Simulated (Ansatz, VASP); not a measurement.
# One calculation of ScAl, two programs

```
CELL_PARAMETERS angstrom
3.19262 0.00000 0.00000
0.00000 3.19262 0.00000
0.00000 0.00000 3.19262
ATOMIC_POSITIONS crystal
Sc 0.50000 0.50000 0.50000
Al 0.00000 0.00000 0.00000
```

Alike in both runs: functional LDA; k mesh 11 × 11 × 11; occupations fermi-dirac, width 0.05 eV; no spin polarisation.

Ansatz relaxed the structure, and its values are those at the end. VASP's run is a single point on that final structure, the one shown.

|  | VASP | Ansatz |
| --- | --- | --- |
| version | VASP 6.6.1 | Ansatz 0.2.0 |
| potentials or method | VASP PAW LDA potentials, release 64 (Sc_sv, Al) | PAW with Ansatz's default frozen-core files, scalar-relativistic |
| plane-wave cutoff (eV) | 520 | 420 |
| valence electrons in the cell | 14 | 14 |

|  | VASP | Ansatz | Ansatz less VASP |
| --- | --- | --- | --- |
| pressure (GPa) | 11.7 | 11.3 | -0.32 |

LDA's correlation is that of Perdew and Zunger in VASP and of Perdew and Wang (1992) in Ansatz. Ansatz's warnings: stress scf threshold loose.
